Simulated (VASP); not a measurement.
Runs of VASP 6.6.1 on C. The structure is that of space group P6_3/mmc (No. 194), or close to it. The cells are those of the table. 

```csv
task,cell,k mesh,cutoff (eV),gap on the mesh (eV),pressure (GPa)
single point,"a = 2.467, b = 2.467, c = 8.465 Å, angles 90.0, 90.0, 120.0°, 4 atoms",18 × 18 × 6,520,none,0.4
single point,"a = 2.407, b = 2.407, c = 5.224 Å, angles 90.0, 90.0, 120.0°, 4 atoms",21 × 21 × 8,520,none,(a)
single point,"a = 2.504, b = 2.504, c = 8.671 Å, angles 90.0, 90.0, 120.0°, 4 atoms",24 × 24 × 6,520,none,-8.6
single point,"a = 2.467, b = 2.467, c = 8.530 Å, angles 90.0, 90.0, 120.0°, 4 atoms",21 × 21 × 6,520,none,0.4
relaxation of cell and atoms,"relaxed from a = 2.467, b = 2.467, c = 8.465 Å, angles 90.0, 90.0, 120.0°, 4 atoms",18 × 18 × 6,600,none,-0.1
```

Alike in all rows: level PBE; potentials or basis VASP PAW PBE potentials, release 64 (C); no spin polarisation; smearing gaussian 0.1 eV.

Estimate the missing entries.

(a) 40.7.

Caveats: this functional lacks dispersion, which binds the layers, so the pressure and a relaxed spacing across them are unreliable; the cell stands under pressure (at least some runs); the cell stands under tension (at least some runs).

A gap of «none» marks levels without a gap at the run's occupations.
